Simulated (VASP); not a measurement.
Write the native input for VASP 6.6.1 that does the following.

```yaml
Task: single point
Functional: PBE
Potentials_or_basis: VASP PAW PBE potentials, release 64 (Mn_pv, Pt)
Cutoff: 520 eV
k_mesh: 6 × 6 × 2
Occupations: gaussian, width 0.1 eV
Spin: collinear spin, ferromagnetic start
Starting_moments: "[4.0, 1.0, 1.0] μB"
Dipole_correction: no
Further_INCAR_settings: ALGO = Fast; EDIFF = 1e-07; NBANDS = 28
```

The structure of MnPt2 lies in POSCAR:

```
MnPt2
1.0
    2.8584044518      0.0000000000      0.0000000000
   -1.4292022259      2.4754508696      0.0000000000
    0.0000000000      0.0000000000      6.5325040000
Mn Pt
1 2
Direct
    0.0000000000      0.0000000000      0.0000000000
    0.3333333300      0.6666666700      0.6837940000
    0.6666666700      0.3333333300      0.3162060000
```

One way to write it, as run:

INCAR

```
PREC = Accurate
ENCUT = 520
EDIFF = 1E-7
ISMEAR = 0
SIGMA = 0.1
LREAL = F
LASPH = T
NELM = 150
ALGO = Fast
ISIF = 2
LWAVE = F
LCHARG = F
ISPIN = 2
MAGMOM = 4 1 1
LORBIT = 11
LMAXMIX = 4
GGA = PE
NBANDS = 28
```

KPOINTS

```
regular mesh
0
Gamma
  6 6 2
```

Potentials or basis: VASP PAW PBE potentials, release 64 (Mn_pv, Pt).

Command:

```bash
$ cat potpaw_PBE.64/Mn_pv/POTCAR potpaw_PBE.64/Pt/POTCAR > POTCAR
$ mpirun -np 1 vasp_std > vasp.out
```

It gave:

```json
{
  "Pressure": "-0.3 GPa",
  "Largest force": "0.004 eV/Å",
  "Net moment": "4.77 μB per cell",
  "Site moments": "Mn +3.85; Pt +0.36 μB",
  "Valence electrons inside the program's atomic spheres": "Mn 11.55; Pt 9.23"
}
```

Caveat: the k points lie up to 0.48 Å⁻¹ apart.

It took 50 s on 1 thread of AMD EPYC 7R13 Processor (Zen 3), on a shared host, peak memory 0.17 GiB.
